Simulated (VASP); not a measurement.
# BAs (ae) (I-4m2) in VASP: single point with PBEsol

Aim: the single point of BAs (ae) with PBEsol.

Everything below comes from runs of VASP 6.6.1. Logs are shortened: lines on timing, memory, paths and dates and some standing lists are left out, and cuts for length are marked.

### Step 1. The cell of the first run

The structure is tetragonal, space group I-4m2 (No. 119). The conventional cell has a = 3.338 Å, b = 3.338 Å, c = 4.792 Å, α = 90.00°, β = 90.00°, γ = 90.00°. Within 2.7 Å of B (site symmetry -4m2) lie 4 As at 2.05 Å. As (site symmetry -4m2) has 4 B at 2.05 Å within 2.7 Å.

### Step 2. Single point, PBEsol

Contents of INCAR:

```
PREC     = Accurate       # precision mode
ENCUT    = 500            # plane-wave cutoff, eV
EDIFF    = 1E-6           # SCF threshold, eV
ISMEAR   = 0              # smearing method
SIGMA    = 0.01           # smearing width, eV
LREAL    = F              # projectors in reciprocal space
LASPH    = T              # aspherical terms in the spheres
NELM     = 120            # most SCF steps
ALGO     = Normal         # electronic algorithm
ISIF     = 2              # what is computed and relaxed
LWAVE    = F              # write WAVECAR
LCHARG   = F              # write CHGCAR
GGA      = PS             # functional
NBANDS   = 11             # bands
GGA_COMPAT= F
```

Contents of KPOINTS:

```
Automatic mesh
0
Gamma
  8 8 8
```

Contents of POSCAR:

```
BAs
1.0
    0.0000000000      2.3600307209      2.3961773599
    2.3600307209      0.0000000000      2.3961773599
    2.3600307209      2.3600307209      0.0000000000
B As
1 1
Direct
    0.0000000000      0.0000000000      0.0000000000
    0.2500000000      0.2500000000      0.2500000000
```

Potentials or basis: VASP PAW PBE potentials, release 64 (B, As).

On the command line:

```bash
$ cat potpaw_PBE.64/B/POTCAR potpaw_PBE.64/As/POTCAR > POTCAR
$ mpirun -np 1 vasp_std > vasp.out
```

OUTCAR:

```text
PREC = Accurate
   ENCUT = 500
   EDIFF = 1E-6
   ISMEAR = 0
   LREAL = F
   LASPH = T
   NELM = 120
   ISIF = 2
   GGA = PS

 ion  position               nearest neighbor table
   1  0.000  0.000  0.000-   2 2.05   2 2.05   2 2.05   2 2.05
   2  0.250  0.250  0.250-   1 2.05   1 2.05   1 2.05   1 2.05

  LATTYP: Found a body centered tetragonal cell.
 ALAT       =     3.3375874531
 C/A-ratio  =     1.4358739021

  Lattice vectors:

 A1 = (  -2.3600307209,   0.0000000000,   2.3961773599)
 A2 = (   2.3600307209,   0.0000000000,   2.3961773599)
 A3 = (   0.0000000000,   2.3600307209,  -2.3961773599)

Analysis of symmetry for initial positions (statically):
=====================================================================
 Subroutine PRICEL returns:
 Original cell was already a primitive cell.

 Routine SETGRP: Setting up the symmetry group for a
 body centered tetragonal supercell.

 Subroutine GETGRP returns: Found  8 space group operations
 (whereof  8 operations were pure point group operations)
 out of a pool of 16 trial point group operations.

The static configuration has the point symmetry D_2d.

Analysis of symmetry for dynamics (positions and initial velocities):
=====================================================================
 Subroutine PRICEL returns:
 Original cell was already a primitive cell.

 Routine SETGRP: Setting up the symmetry group for a
 body centered tetragonal supercell.

 Subroutine GETGRP returns: Found  8 space group operations
 (whereof  8 operations were pure point group operations)
 out of a pool of 16 trial point group operations.

The dynamic configuration has the point symmetry D_2d.

 Subroutine INISYM returns: Found  8 space group operations
 (whereof  8 operations are pure point group operations),
 and found     1 'primitive' translations

----------------------------------------------------------------------------------------

                                     Primitive cell

  volume of cell :      26.6922

  direct lattice vectors                    reciprocal lattice vectors
     0.000000000  2.360030721  2.396177360    -0.211861649  0.211861649  0.208665689
     2.360030721  0.000000000  2.396177360     0.211861649 -0.211861649  0.208665689
     2.360030721  2.360030721  0.000000000     0.211861649  0.211861649 -0.208665689

  length of vectors
     3.363244110  3.363244110  3.337587453     0.365119277  0.365119277  0.365119277

  position of ions in fractional coordinates (direct lattice)
     0.000000000  0.000000000  0.000000000
     0.250000000  0.250000000  0.250000000

  ion indices of the primitive-cell ions
   primitive index   ion index
                 1           1
                 2           2

----------------------------------------------------------------------------------------

 KPOINTS: Automatic mesh

Automatic generation of k-mesh.
 Grid dimensions read from file:
 generate k-points for:    8    8    8

 Generating k-lattice:

  Cartesian coordinates                     Fractional coordinates (reciprocal lattice)
    -0.026482706  0.026482706  0.026083211     0.125000000  0.000000000  0.000000000
     0.026482706 -0.026482706  0.026083211     0.000000000  0.125000000  0.000000000
     0.026482706  0.026482706 -0.026083211    -0.000000000 -0.000000000  0.125000000

  Length of vectors
     0.045639910  0.045639910  0.045639910

  Shift w.r.t. Gamma in fractional coordinates (k-lattice)
     0.000000000  0.000000000  0.000000000

 Subroutine IBZKPT returns following result:
 ===========================================

 Found     59 irreducible k-points:

 Following reciprocal coordinates:
            Coordinates               Weight
  0.000000  0.000000  0.000000      1.000000
  0.125000  0.000000  0.000000      8.000000
  0.250000  0.000000  0.000000      8.000000
  0.375000  0.000000  0.000000      8.000000
  0.500000  0.000000  0.000000      4.000000
  0.125000  0.125000  0.000000      2.000000
[... 16 lines left out ...]
  0.250000  0.000000  0.125000     16.000000
  0.375000  0.000000  0.125000     16.000000
 [... further k-points ...]
   k-points           NKPTS =     59   k-points in BZ     NKDIM =     59   number of bands    NBANDS=     11
   number of dos      NEDOS =    301   number of ions     NIONS =      2
   total plane-waves  NPLWV =  18816
   dimension x,y,z NGX =    28 NGY =   28 NGZ =   24
   dimension x,y,z NGXF=    56 NGYF=   56 NGZF=   48
   ions per type =               1   1
   NGX,Y,Z   is equivalent  to a cutoff of  13.84, 13.84, 11.95 a.u.
   NGXF,Y,Z  is equivalent  to a cutoff of  27.68, 27.68, 23.91 a.u.
 SYSTEM =  unknown system
   PREC   = accura    normal or accurate (medium, high low for compatibility)
   ISTART =      0    job   : 0-new  1-cont  2-samecut
   ICHARG =      2    charge: 1-file 2-atom 10-const
   ISPIN  =      1    spin polarized calculation?
   LNONCOLLINEAR =      F non collinear calculations
   LSORBIT =      F    spin-orbit coupling
   LASPH  =      T    aspherical Exc in radial PAW
   ENCUT  =  500.0 eV  36.75 Ry    6.06 a.u.   6.13  6.13  6.09*2*pi/ulx,y,z
   NELM   =    120;   NELMIN=  2; NELMDL= -5     # of ELM steps
   EDIFF  = 0.1E-05   stopping-criterion for ELM
   LREAL  =      F    real-space projection
   EDIFFG = 0.1E-04   stopping-criterion for IOM
   NSW    =      0    number of steps for IOM
   IBRION =     -1    ionic relax: 0-MD 1-quasi-New 2-CG
   NFREE  =      0    steps in history (QN), initial steepest desc. (CG)
   ISIF   =      2    stress and relaxation
   ISYM   =      2    0-nonsym 1-usesym 2-fastsym
   POTIM  = 0.5000    time-step for ionic-motion
   TEBEG  =    0.0;   TEEND  =   0.0 temperature during run
   PSTRESS=    0.0 pullay stress
   NELECT =       8.0000    total number of electrons
   NUPDOWN=      -1.0000    fix difference up-down
   EMIN   =  10.00;   EMAX   =-10.00  energy-range for DOS
   EFERMI =   0.00;   METHOD = LEGACY
   ISMEAR =     0;   SIGMA  =   0.01  broadening in eV -4-tet -1-fermi 0-gaus
   EFERMI_NEDOS =   21; number of points for ismear=-14 and -15
   IALGO  =     38    algorithm
   IMIX   =      4    mixing-type and parameters
     AMIX     =   0.40;   BMIX     =  1.00
     AMIX_MAG =   1.60;   BMIX_MAG =  1.00
  volume/ion in A,a.u.               =      13.35        90.06
  Fermi-wavevector in a.u.,A,eV,Ry     =   1.095578  2.070343 16.330960  1.200292
  Thomas-Fermi vector in A             =   2.231904
   LORBIT       =      0    0 simple, 1 ext, 2 COOP (PROOUT), +10 PAW based schemes
   GGA     = PS    functional components
   LHFCALC =     F    Hartree Fock is set to
   AEXX    =    0.0000 exact exchange contribution
   IVDW    =     0    specifies the selected vdW correction
   LEPSILON=     F    determine dielectric tensor
   LRPA    =     F    only Hartree local field effects (RPA)
 non-spin polarized calculation
 Gauss-broadening in eV      SIGMA  =   0.01
  energy-cutoff  :      500.00
  volume of cell :       26.69
 maximum number of plane-waves:       692
 NGX is ok and might be reduce to    28
   NGX = 13   NGY = 13   NGZ = 13

 number of electron       8.0000001 magnetization

 Free energy of the ion-electron system (eV)
  ---------------------------------------------------
  ext. energy  EPLUGINS =         0.00000000
  ---------------------------------------------------
  free energy    TOTEN  =       -12.19298094 eV

  energy without entropy =      -12.19298094  energy(sigma->0) =      -12.19298094

 E-fermi :   6.4621     XC(G=0): -10.8194

 val. band max:        6.3268898417   @ k =   0.0000   0.0000   0.0000
 cond. band min:       7.2827553722   @ k =   0.3750   0.0000   0.3750
 fundamental gap:      0.9558655305
 Fermi energy:         6.4620793869

 k-point     1 :       0.0000    0.0000    0.0000
  band No.  band energies     occupation
      1      -9.3528      2.00000
      2       6.1750      2.00000
      3       6.3269      2.00000
      4       6.3269      2.00000
      5       9.5112      0.00000
      6       9.5112      0.00000
      7       9.6075      0.00000
      8      11.2204      0.00000
      9      15.7268      0.00000
     10      19.0662      0.00000
     11      19.5070      0.00000

 k-point     2 :       0.1250    0.0000    0.0000
  band No.  band energies     occupation
      1      -9.0912      2.00000
      2       4.2759      2.00000
      3       5.7679      2.00000
      4       5.8803      2.00000
      5       9.7000      0.00000
      6      10.1128      0.00000
      7      10.1708      0.00000
      8      12.4272      0.00000
      9      16.7120      0.00000
     10      17.7147      0.00000
     11      18.0177      0.00000

 k-point     3 :       0.2500    0.0000    0.0000
  band No.  band energies     occupation
      1      -8.3282      2.00000
      2       1.2437      2.00000
      3       5.0227      2.00000
      4       5.1686      2.00000
      5       9.4007      0.00000
      6      10.9313      0.00000
      7      10.9523      0.00000
      8      14.2673      0.00000
      9      17.3208      0.00000
     10      17.5356      0.00000
     11      17.5948      0.00000

 k-point     4 :       0.3750    0.0000    0.0000
  band No.  band energies     occupation
      1      -7.1886      2.00000
      2      -1.3981      2.00000
      3       4.4991      2.00000
      4       4.6745      2.00000
      5       9.1318      0.00000
      6      11.0462      0.00000
      7      11.1450      0.00000
      8      15.0397      0.00000
      9      18.0663      0.00000
     10      18.9531      0.00000
     11      19.0535      0.00000
[... 239 lines left out ...]
 k-point    22 :       0.1250    0.0000    0.1250
  band No.  band energies     occupation
      1      -9.0002      2.00000
      2       4.8910      2.00000
      3       4.9981      2.00000
      4       5.0925      2.00000
      5       8.7637      0.00000
      6      11.0342      0.00000
      7      11.2269      0.00000
      8      12.0979      0.00000
      9      16.4846      0.00000
     10      17.1174      0.00000
     11      19.5437      0.00000

 k-point    23 :       0.2500    0.0000    0.1250
  band No.  band energies     occupation
      1      -8.3983      2.00000
      2       2.2487      2.00000
      3       4.2754      2.00000
      4       4.6394      2.00000
      5       9.0219      0.00000
      6      11.2781      0.00000
      7      12.1798      0.00000
      8      12.7838      0.00000
      9      16.5605      0.00000
     10      18.5836      0.00000
     11      19.2000      0.00000

 k-point    24 :       0.3750    0.0000    0.1250
  band No.  band energies     occupation
      1      -7.3604      2.00000
      2      -0.4784      2.00000
      3       3.8006      2.00000
      4       3.9086      2.00000
      5       9.3929      0.00000
      6      11.3145      0.00000
      7      12.3638      0.00000
      8      13.5780      0.00000
      9      17.6624      0.00000
     10      19.2338      0.00000
     11      20.2051      0.00000

 [... further k-points ...]
[... 5 lines left out ...]
  --------------------------------------------------------------------------------------
  -------------------------------------------------------------------------------------
  Total        0.6984329      0.6984329      0.1615215      0.0000000     -0.0000000      0.0000000
  in kB       41.9228703     41.9228703      9.6951953      0.0000000     -0.0000000      0.0000000
  external PRESSURE =      31.1803119 kB  Pullay stress =       0.0000000 kB

 VOLUME and BASIS-vectors are now :
 -----------------------------------------------------------------------------
  energy-cutoff  :      500.00
  volume of cell :       26.69
      direct lattice vectors                 reciprocal lattice vectors
     0.000000000  2.360030721  2.396177360    -0.211861649  0.211861649  0.208665689
     2.360030721  0.000000000  2.396177360     0.211861649 -0.211861649  0.208665689
     2.360030721  2.360030721  0.000000000     0.211861649  0.211861649 -0.208665689

 POSITION                                       TOTAL-FORCE (eV/Angst)
 -----------------------------------------------------------------------------------
      0.00000      0.00000      0.00000        -0.000000     -0.000000     -0.000000
      1.18002      1.18002      1.19809         0.000000      0.000000      0.000000
 -----------------------------------------------------------------------------------
    total drift:                                0.000000      0.000000      0.000000

  FREE ENERGIE OF THE ION-ELECTRON SYSTEM (eV)
  ---------------------------------------------------
  free  energy   TOTEN  =       -12.1929809439 eV

  energy  without entropy=      -12.1929809439  energy(sigma->0) =      -12.19298094
```

Wall time 23 s (1 thread of Intel Xeon 8259CL, shared host); peak memory 0.16 GiB.

What came out:

```
Free energy            : -12.1930 eV
Pressure               : 3.1 GPa
Band gap on the k mesh : 0.96 eV, indirect (least direct gap 3.18 eV)
```

Levels at points of the mesh, in eV from the valence-band top:
```csv
k point,band 1,band 2,band 3,band 4,band 5,band 6,band 7,band 8
"(0.00, 0.00, 0.00)",-15.68,-0.15,0.00,0.00,3.18,3.18,3.28,4.89
"(0.50, 0.00, 0.00)",-12.72,-9.04,-2.01,-1.82,2.71,4.65,4.77,8.70
"(0.50, 0.50, 0.00)",-11.46,-8.79,-4.15,-4.15,1.37,1.38,11.48,11.48
"(0.50, 0.00, 0.50)",-11.33,-8.66,-4.31,-4.28,1.18,1.20,11.37,11.60
```

Caveat: the PAW data sets were made with another functional, which shifts forces and pressure a little.
